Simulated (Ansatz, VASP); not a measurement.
Two plane-wave programs on BN

INCAR

```
SYSTEM = BN
ALGO = Normal ; EDIFF = 1E-6
ENCUT = 520 ; GGA = PS
ISIF = 2 ; ISMEAR = 0
LASPH = .True. ; LCHARG = .False.
LREAL = .False. ; LWAVE = .False.
NBANDS = 26 ; NELM = 80
PREC = Accurate ; SIGMA = 0.05
```

The input KPOINTS:

```
k-points
0
Gamma
  6 6 10
  0 0 0
```

The input POSCAR:

```
BN
1.0
    4.4972000000      0.0000000000      0.0000000000
    0.0000000000      4.4972000000      0.0000000000
    0.0000000000      0.0000000000      2.6142000000
B N
4 4
Direct
    0.1741337327      0.8258662673      0.5000000000
    0.3258662673      0.3258662673      0.0000000000
    0.6741337327      0.6741337327      0.0000000000
    0.8258662673      0.1741337327      0.5000000000
    0.8123909516      0.8123909516      0.5000000000
    0.3123909516      0.6876090484      0.0000000000
    0.6876090484      0.3123909516      0.0000000000
    0.1876090484      0.1876090484      0.5000000000
```

Input for Ansatz:

```yaml
crystal:
  lattice:
    - [4.4972, 0.0, 0.0]
    - [0.0, 4.4972, 0.0]
    - [0.0, 0.0, 2.6142]
  atoms:
    - { symbol: B, position: [0.1741337327, 0.8258662673, 0.5] }
    - { symbol: B, position: [0.3258662673, 0.3258662673, 0.0] }
    - { symbol: B, position: [0.6741337327, 0.6741337327, 0.0] }
    - { symbol: B, position: [0.8258662673, 0.1741337327, 0.5] }
    - { symbol: "N", position: [0.8123909516, 0.8123909516, 0.5] }
    - { symbol: "N", position: [0.3123909516, 0.6876090484, 0.0] }
    - { symbol: "N", position: [0.6876090484, 0.3123909516, 0.0] }
    - { symbol: "N", position: [0.1876090484, 0.1876090484, 0.5] }
basis:
  ecutwfc: 520.0
kpoints:
  mp_grid: { grid: [6, 6, 10] }
hamiltonian:
  xc: pbesol
  pseudopotentials: { kind: paw, azcp: { folder: soft_1 } }
scf:
  occupations: { method: gaussian, width: 0.05 }
output:
  forces: true
  stress: true
  eigenvalues: true
```

Alike in both runs: task single point; functional PBEsol; k mesh 6 × 6 × 10; occupations gaussian, width 0.05 eV; no spin polarisation.

|  | VASP | Ansatz |
| --- | --- | --- |
| version | VASP 6.6.1 | Ansatz 0.2.0 |
| potentials or method | VASP PAW PBE potentials, release 64 (B, N), cutoff 520 eV | scalar-relativistic, plane waves, PAW |
| valence electrons in the cell | 32 | 32 |

```tsv
	VASP	Ansatz	Ansatz less VASP
gap on the k mesh at the Fermi level (eV)	4.63	4.64	+0.010
least direct gap on the mesh (eV)	5.66	5.67	+0.010
pressure (GPa)	-23.3	-23.7	-0.41
traceless stress, the component that is largest in VASP (GPa)	-5.45	-5.51	-0.064
rms of the force components (eV/Å)	0.042	0.043	+0.0015
```

VASP's potentials were made for PBE, not for PBEsol, and Ansatz warns of the same on its side. Atom by atom the forces differ by 0.002 eV/Å (rms over components).
